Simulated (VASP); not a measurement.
Set up this calculation in VASP 6.6.1, as the native input.

```
Task                   : single point
Functional             : PBE
Potentials or basis    : VASP PAW PBE potentials, release 64 (Cu)
Cutoff                 : 520 eV
k mesh                 : 24 × 24 × 24
Occupations            : gaussian, width 0.15 eV
Spin                   : no spin polarisation
Dipole correction      : no
Further INCAR settings : ALGO = Normal; EDIFF = 1e-06; NBANDS = 12
```

The structure of Cu lies in POSCAR:

```
Cu
1.0
    0.0000000000      1.6259604847      1.8974958857
    1.6259604847      0.0000000000      1.8974958857
    1.6259604847      1.6259604847      0.0000000000
Cu
1
Direct
    0.0000000000      0.0000000000      0.0000000000
```

This cell differs from its parent crystal: volume 10.033 Å^3 an atom, c/a of the conventional cell 1.1670.

The input as run:

INCAR

```
PREC = Accurate
ENCUT = 520
EDIFF = 1E-6
ISMEAR = 0
SIGMA = 0.15
LREAL = F
LASPH = T
NELM = 100
ALGO = Normal
ISIF = 2
LWAVE = F
LCHARG = F
GGA = PE
NBANDS = 12
```

KPOINTS

```
Automatic mesh
0
Gamma
  24 24 24
```

Potentials or basis: VASP PAW PBE potentials, release 64 (Cu).

Command:

```bash
$ cat potpaw_PBE.64/Cu/POTCAR > POTCAR
$ mpirun -np 1 vasp_std > vasp.out
```

Results of the run:

```yaml
Pressure: 40.9 GPa
```

It took 2.7 min on 1 thread of Intel Xeon 8259CL (shared host), peak memory 0.23 GiB.
